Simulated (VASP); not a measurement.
# Ba (Im-3m) in VASP: a series of runs

The runs below take Ba through single point, with PBE.

All numbers are computed with VASP 6.6.1; they aren't measurements. Logs are shortened: lines on timing, memory, paths and dates and some standing lists are left out, and cuts for length are marked.

### 1 The cell of the first run

It takes space group Im-3m (No. 229, cubic). The conventional cell has a = 5.025 Å, b = 5.025 Å, c = 5.025 Å, α = 90.00°, β = 90.00°, γ = 90.00°. Ba (site symmetry m-3m) has 14 Ba at 4.35 to 5.02 Å within 5.7 Å.

### 2 Single point, PBE

INCAR reads:

```
  PREC = Accurate
  ENCUT = 520
  EDIFF = 1E-7
  ISMEAR = 0
  SIGMA = 1.0
  LREAL = False
  LASPH = True
  NELM = 100
  ALGO = Normal
  ISIF = 2
  LWAVE = False
  LCHARG = True
  GGA = PE
  LELF = True
  LVHAR = True
  NBANDS = 11
```

KPOINTS reads:

```
regular mesh
0
Gamma
  9 9 9
```

POSCAR reads:

```
Ba
1.0
   -2.5124914082      2.5124914082      2.5124914082
    2.5124914082     -2.5124914082      2.5124914082
    2.5124914082      2.5124914082     -2.5124914082
Ba
1
Direct
    0.0000000000      0.0000000000      0.0000000000
```

Potentials or basis: VASP PAW PBE potentials, release 64 (Ba_sv).

Started as:

```bash
cat potpaw_PBE.64/Ba_sv/POTCAR > POTCAR
mpirun -np 1 vasp_std > vasp.out
```

OUTCAR:

```text
PREC = Accurate
   ENCUT = 520
   EDIFF = 1E-7
   ISMEAR = 0
   LREAL = False
   LASPH = True
   NELM = 100
   ISIF = 2
   GGA = PE

 ion  position               nearest neighbor table
   1  0.000  0.000  0.000-

  LATTYP: Found a body centered cubic cell.
 ALAT       =     5.0249828164

  Lattice vectors:

 A1 = (  -2.5124914082,   2.5124914082,   2.5124914082)
 A2 = (   2.5124914082,  -2.5124914082,   2.5124914082)
 A3 = (   2.5124914082,   2.5124914082,  -2.5124914082)

Analysis of symmetry for initial positions (statically):
=====================================================================
 Subroutine PRICEL returns:
 Original cell was already a primitive cell.

 Routine SETGRP: Setting up the symmetry group for a
 body centered cubic supercell.

 Subroutine GETGRP returns: Found 48 space group operations
 (whereof 48 operations were pure point group operations)
 out of a pool of 48 trial point group operations.

The static configuration has the point symmetry O_h .

Analysis of symmetry for dynamics (positions and initial velocities):
=====================================================================
 Subroutine PRICEL returns:
 Original cell was already a primitive cell.

 Routine SETGRP: Setting up the symmetry group for a
 body centered cubic supercell.

 Subroutine GETGRP returns: Found 48 space group operations
 (whereof 48 operations were pure point group operations)
 out of a pool of 48 trial point group operations.

The dynamic configuration has the point symmetry O_h .

 Subroutine INISYM returns: Found 48 space group operations
 (whereof 48 operations are pure point group operations),
 and found     1 'primitive' translations

----------------------------------------------------------------------------------------

                                     Primitive cell

  volume of cell :      63.4415

  direct lattice vectors                    reciprocal lattice vectors
    -2.512491408  2.512491408  2.512491408     0.000000000  0.199005656  0.199005656
     2.512491408 -2.512491408  2.512491408     0.199005656  0.000000000  0.199005656
     2.512491408  2.512491408 -2.512491408     0.199005656  0.199005656  0.000000000

  length of vectors
     4.351762773  4.351762773  4.351762773     0.281436497  0.281436497  0.281436497

  position of ions in fractional coordinates (direct lattice)
     0.000000000  0.000000000  0.000000000

  ion indices of the primitive-cell ions
   primitive index   ion index
                 1           1

----------------------------------------------------------------------------------------

 KPOINTS: regular mesh

Automatic generation of k-mesh.
 Grid dimensions read from file:
 generate k-points for:    9    9    9

 Generating k-lattice:

  Cartesian coordinates                     Fractional coordinates (reciprocal lattice)
     0.000000000  0.022111740  0.022111740     0.111111111  0.000000000  0.000000000
     0.022111740  0.000000000  0.022111740     0.000000000  0.111111111  0.000000000
     0.022111740  0.022111740  0.000000000     0.000000000  0.000000000  0.111111111

  Length of vectors
     0.031270722  0.031270722  0.031270722

  Shift w.r.t. Gamma in fractional coordinates (k-lattice)
     0.000000000  0.000000000  0.000000000

 Subroutine IBZKPT returns following result:
 ===========================================

 Found     35 irreducible k-points:

 Following reciprocal coordinates:
            Coordinates               Weight
  0.000000  0.000000  0.000000      1.000000
  0.111111  0.000000  0.000000     12.000000
  0.222222  0.000000  0.000000     12.000000
  0.333333  0.000000  0.000000     12.000000
  0.444444  0.000000  0.000000     12.000000
  0.111111  0.111111  0.000000     24.000000
[... 16 lines left out ...]
 -0.333333  0.444444  0.111111     48.000000
 -0.444444 -0.444444  0.111111     24.000000
 [... further k-points ...]
   k-points           NKPTS =     35   k-points in BZ     NKDIM =     35   number of bands    NBANDS=     11
   number of dos      NEDOS =    301   number of ions     NIONS =      1
   total plane-waves  NPLWV =  32768
   dimension x,y,z NGX =    32 NGY =   32 NGZ =   32
   dimension x,y,z NGXF=    64 NGYF=   64 NGZF=   64
   ions per type =               1
   NGX,Y,Z   is equivalent  to a cutoff of  12.22, 12.22, 12.22 a.u.
   NGXF,Y,Z  is equivalent  to a cutoff of  24.45, 24.45, 24.45 a.u.
 SYSTEM =  unknown system
   PREC   = accura    normal or accurate (medium, high low for compatibility)
   ISTART =      0    job   : 0-new  1-cont  2-samecut
   ICHARG =      2    charge: 1-file 2-atom 10-const
   ISPIN  =      1    spin polarized calculation?
   LNONCOLLINEAR =      F non collinear calculations
   LSORBIT =      F    spin-orbit coupling
   LASPH  =      T    aspherical Exc in radial PAW
   ENCUT  =  520.0 eV  38.22 Ry    6.18 a.u.   8.09  8.09  8.09*2*pi/ulx,y,z
   NELM   =    100;   NELMIN=  2; NELMDL= -5     # of ELM steps
   EDIFF  = 0.1E-06   stopping-criterion for ELM
   LREAL  =      F    real-space projection
   EDIFFG = 0.1E-05   stopping-criterion for IOM
   NSW    =      0    number of steps for IOM
   IBRION =     -1    ionic relax: 0-MD 1-quasi-New 2-CG
   NFREE  =      0    steps in history (QN), initial steepest desc. (CG)
   ISIF   =      2    stress and relaxation
   ISYM   =      2    0-nonsym 1-usesym 2-fastsym
   POTIM  = 0.5000    time-step for ionic-motion
   TEBEG  =    0.0;   TEEND  =   0.0 temperature during run
   PSTRESS=    0.0 pullay stress
   NELECT =      10.0000    total number of electrons
   NUPDOWN=      -1.0000    fix difference up-down
   EMIN   =  10.00;   EMAX   =-10.00  energy-range for DOS
   EFERMI =   0.00;   METHOD = LEGACY
   ISMEAR =     0;   SIGMA  =   1.00  broadening in eV -4-tet -1-fermi 0-gaus
   EFERMI_NEDOS =   21; number of points for ismear=-14 and -15
   IALGO  =     38    algorithm
   IMIX   =      4    mixing-type and parameters
     AMIX     =   0.40;   BMIX     =  1.00
     AMIX_MAG =   1.60;   BMIX_MAG =  1.00
  volume/ion in A,a.u.               =      63.44       428.12
  Fermi-wavevector in a.u.,A,eV,Ry     =   0.884335  1.671151 10.640419  0.782049
  Thomas-Fermi vector in A             =   2.005222
   LORBIT       =      0    0 simple, 1 ext, 2 COOP (PROOUT), +10 PAW based schemes
   GGA     = PE    functional components
   LHFCALC =     F    Hartree Fock is set to
   AEXX    =    0.0000 exact exchange contribution
   IVDW    =     0    specifies the selected vdW correction
   LEPSILON=     F    determine dielectric tensor
   LRPA    =     F    only Hartree local field effects (RPA)
 non-spin polarized calculation
 Gauss-broadening in eV      SIGMA  =   1.00
  energy-cutoff  :      520.00
  volume of cell :       63.44
 maximum number of plane-waves:      1730
   NGX = 17   NGY = 17   NGZ = 17

 number of electron      10.0000000 magnetization

 Free energy of the ion-electron system (eV)
  ---------------------------------------------------
  ext. energy  EPLUGINS =         0.00000000
  ---------------------------------------------------
  free energy    TOTEN  =        -2.31795009 eV

  energy without entropy =       -1.46511398  energy(sigma->0) =       -1.89153203

 E-fermi :   1.5616     XC(G=0):  -7.3711

 val. band max:        1.5422240484   @ k =  -0.4444  -0.4444   0.2222
 cond. band min:       1.6923933986   @ k =   0.3333   0.2222   0.1111
 fundamental gap:      0.1501693502
 Fermi energy:         1.5615543230

 k-point     1 :       0.0000    0.0000    0.0000
  band No.  band energies     occupation
      1     -27.1895      2.00000
      2     -12.1541      2.00000
      3     -12.1541      2.00000
      4     -12.1541      2.00000
      5      -1.1108      1.99984
      6       3.4748      0.00681
      7       3.4748      0.00681
      8       3.4748      0.00681
      9       4.8790      0.00000
     10       4.8790      0.00000
     11       8.5435      0.00000

 k-point     2 :       0.1111    0.0000    0.0000
  band No.  band energies     occupation
      1     -27.1846      2.00000
      2     -12.2109      2.00000
      3     -12.1716      2.00000
      4     -12.1544      2.00000
      5      -0.8837      1.99946
      6       3.2929      0.01435
      7       3.3598      0.01099
      8       3.7082      0.00240
      9       4.6253      0.00001
     10       4.8666      0.00000
     11       8.7923      0.00000

 k-point     3 :       0.2222    0.0000    0.0000
  band No.  band energies     occupation
      1     -27.1721      2.00000
      2     -12.3500      2.00000
      3     -12.2154      2.00000
      4     -12.1553      2.00000
      5      -0.2847      1.99097
      6       2.9104      0.05645
      7       2.9192      0.05487
      8       4.3874      0.00006
      9       4.5834      0.00002
     10       4.9045      0.00000
     11       8.9898      0.00000

 k-point     4 :       0.3333    0.0000    0.0000
  band No.  band energies     occupation
      1     -27.1578      2.00000
      2     -12.5007      2.00000
      3     -12.2643      2.00000
      4     -12.1563      2.00000
      5       0.3980      1.90014
      6       2.5607      0.15764
      7       2.6039      0.14047
      8       4.8106      0.00000
      9       5.0904      0.00000
     10       5.4378      0.00000
     11       8.1841      0.00000
[... 239 lines left out ...]
 k-point    22 :      -0.4444    0.4444    0.1111
  band No.  band energies     occupation
      1     -27.1447      2.00000
      2     -12.5800      2.00000
      3     -12.3160      2.00000
      4     -12.1957      2.00000
      5       0.9323      1.62647
      6       2.5067      0.18132
      7       2.5910      0.14544
      8       4.2261      0.00016
      9       5.5680      0.00000
     10       6.5214      0.00000
     11       7.9841      0.00000

 k-point    23 :      -0.3333    0.4444    0.1111
  band No.  band energies     occupation
      1     -27.1439      2.00000
      2     -12.5275      2.00000
      3     -12.3458      2.00000
      4     -12.2268      2.00000
      5       1.1239      1.46404
      6       2.1471      0.40764
      7       2.8006      0.07972
      8       4.1319      0.00028
      9       5.2381      0.00000
     10       6.2159      0.00000
     11       8.0612      0.00000

 k-point    24 :      -0.4444   -0.4444    0.1111
  band No.  band energies     occupation
      1     -27.1395      2.00000
      2     -12.5612      2.00000
      3     -12.3692      2.00000
      4     -12.2265      2.00000
      5       1.2858      1.30346
      6       2.2547      0.32694
      7       2.5925      0.14484
      8       4.1057      0.00032
      9       5.6059      0.00000
     10       7.0592      0.00000
     11       7.4323      0.00000

 [... further k-points ...]

------------------------ aborting loop because EDIFF is reached ----------------------------------------

  FORCE on cell =-STRESS in cart. coord.  units (eV):
  Direction    XX          YY          ZZ          XY          YZ          ZX
  --------------------------------------------------------------------------------------
  -------------------------------------------------------------------------------------
  Total        0.2110024      0.2110024      0.2110024      0.0000000     -0.0000000      0.0000000
  in kB        5.3287367      5.3287367      5.3287367      0.0000000     -0.0000000      0.0000000
  external PRESSURE =       5.3287367 kB  Pullay stress =       0.0000000 kB

 VOLUME and BASIS-vectors are now :
 -----------------------------------------------------------------------------
  energy-cutoff  :      520.00
  volume of cell :       63.44
      direct lattice vectors                 reciprocal lattice vectors
    -2.512491408  2.512491408  2.512491408     0.000000000  0.199005656  0.199005656
     2.512491408 -2.512491408  2.512491408     0.199005656  0.000000000  0.199005656
     2.512491408  2.512491408 -2.512491408     0.199005656  0.199005656  0.000000000

 POSITION                                       TOTAL-FORCE (eV/Angst)
 -----------------------------------------------------------------------------------
      0.00000      0.00000      0.00000        -0.000000     -0.000000     -0.000000
 -----------------------------------------------------------------------------------
    total drift:                                0.000000      0.000000     -0.000000

  FREE ENERGIE OF THE ION-ELECTRON SYSTEM (eV)
  ---------------------------------------------------
  free  energy   TOTEN  =        -2.3179500900 eV

  energy  without entropy=       -1.4651139766  energy(sigma->0) =       -1.89153203
```

Wall time 32 s (1 thread of AMD EPYC 7R13, shared host); peak memory 0.15 GiB.

What came out:

```
Free energy            : -2.3180 eV
Pressure               : 0.5 GPa
Band gap on the k mesh : zero (bands 5 and 6 overlap by 0.90 eV)
```

Caveat: so wide a smearing shifts energies and pressures; spin-orbit coupling is left out, which moves the levels of the heavy elements.

### 3 Single point, PBE

INCAR reads:

```
SYSTEM = Ba
PREC     = Accurate       ! precision mode
ENCUT    = 520            ! plane-wave cutoff, eV
EDIFF    = 1E-6           ! SCF threshold, eV
ISMEAR   = 1              ! smearing method
SIGMA    = 0.01           ! smearing width, eV
LREAL    = .False.        ! projectors in reciprocal space
LASPH    = .True.         ! aspherical terms in the spheres
NELM     = 80             ! most SCF steps
ALGO     = Normal         ! electronic algorithm
ISIF     = 2              ! what is computed and relaxed
LWAVE    = .False.        ! write WAVECAR
LCHARG   = .False.        ! write CHGCAR
GGA      = PE             ! functional
NBANDS   = 11             ! bands
```

KPOINTS reads:

```
Automatic mesh
0
Gamma
  9 9 9
  0 0 0
```

POSCAR is that of step 2.

Potentials or basis: VASP PAW PBE potentials, release 64 (Ba_sv).

Started as:

```bash
cat potpaw_PBE.64/Ba_sv/POTCAR > POTCAR
mpirun -np 1 vasp_std > vasp.out
```

OUTCAR:

```text
SYSTEM = Ba
   PREC = Accurate
   ENCUT = 520
   EDIFF = 1E-6
   ISMEAR = 1
   LREAL = .False.
   LASPH = .True.
   NELM = 80
   ISIF = 2
   GGA = PE

 ion  position               nearest neighbor table
   1  0.000  0.000  0.000-

  LATTYP: Found a body centered cubic cell.
 ALAT       =     5.0249828164

  Lattice vectors:

 A1 = (  -2.5124914082,   2.5124914082,   2.5124914082)
 A2 = (   2.5124914082,  -2.5124914082,   2.5124914082)
 A3 = (   2.5124914082,   2.5124914082,  -2.5124914082)

Analysis of symmetry for initial positions (statically):
=====================================================================
 Subroutine PRICEL returns:
 Original cell was already a primitive cell.

 Routine SETGRP: Setting up the symmetry group for a
 body centered cubic supercell.

 Subroutine GETGRP returns: Found 48 space group operations
 (whereof 48 operations were pure point group operations)
 out of a pool of 48 trial point group operations.

The static configuration has the point symmetry O_h .

Analysis of symmetry for dynamics (positions and initial velocities):
[... 164 lines left out ...]
 k-point     1 :       0.0000    0.0000    0.0000
  band No.  band energies     occupation
      1     -27.2727      2.00000
      2     -12.2260      2.00000
      3     -12.2260      2.00000
      4     -12.2260      2.00000
      5      -1.1243      2.00000
      6       3.4451      0.00000
      7       3.4451      0.00000
      8       3.4451      0.00000
      9       4.8391      0.00000
     10       4.8391      0.00000
     11       8.5373      0.00000
[... 309 lines left out ...]
 k-point    24 :      -0.4444   -0.4444    0.1111
  band No.  band energies     occupation
      1     -27.2231      2.00000
      2     -12.6293      2.00000
      3     -12.4392      2.00000
      4     -12.2978      2.00000
      5       1.2661      2.00000
      6       2.2339      0.00000
      7       2.5687      0.00000
      8       4.0761      0.00000
      9       5.5703      0.00000
     10       7.0160      0.00000
     11       7.3986      0.00000

 [... further k-points ...]

------------------------ aborting loop because EDIFF is reached ----------------------------------------

  FORCE on cell =-STRESS in cart. coord.  units (eV):
  Direction    XX          YY          ZZ          XY          YZ          ZX
  --------------------------------------------------------------------------------------
  -------------------------------------------------------------------------------------
  Total        0.0211578      0.0211578      0.0211578     -0.0000000     -0.0000000      0.0000000
  in kB        0.5343272      0.5343272      0.5343272     -0.0000000     -0.0000000      0.0000000
  external PRESSURE =       0.5343272 kB  Pullay stress =       0.0000000 kB

 VOLUME and BASIS-vectors are now :
 -----------------------------------------------------------------------------
  energy-cutoff  :      520.00
  volume of cell :       63.44
      direct lattice vectors                 reciprocal lattice vectors
    -2.512491408  2.512491408  2.512491408     0.000000000  0.199005656  0.199005656
     2.512491408 -2.512491408  2.512491408     0.199005656  0.000000000  0.199005656
     2.512491408  2.512491408 -2.512491408     0.199005656  0.199005656  0.000000000

 POSITION                                       TOTAL-FORCE (eV/Angst)
 -----------------------------------------------------------------------------------
      0.00000      0.00000      0.00000         0.000000      0.000000      0.000000
 -----------------------------------------------------------------------------------
    total drift:                                0.000000      0.000000     -0.000000

  FREE ENERGIE OF THE ION-ELECTRON SYSTEM (eV)
  ---------------------------------------------------
  free  energy   TOTEN  =        -1.9049558747 eV

  energy  without entropy=       -1.9048127285  energy(sigma->0) =       -1.90490816
```

stdout:

```text
POSCAR found type information on POSCAR Ba
 POSCAR found :  1 types and       1 ions
 scaLAPACK will be used
 LDA part: xc-table for (Slater+PW92), standard interpolation
 POSCAR, INCAR and KPOINTS ok, starting setup
 FFT: planning ... GRIDC
 FFT: planning ... GRID_SOFT
 FFT: planning ... GRID
 WAVECAR not read
 entering main loop
```

Run time: 28 s. Hardware: 1 thread of AMD EPYC 7R13, shared host; peak memory 0.15 GiB.

Results:

```yaml
Free_energy: -1.9050 eV
Pressure: 0.1 GPa
Band_gap_on_the_k_mesh: zero (bands 5 and 6 overlap by 0.91 eV)
```

Caveat: spin-orbit coupling is left out, which moves the levels of the heavy elements.

[end of part 1 of 2]
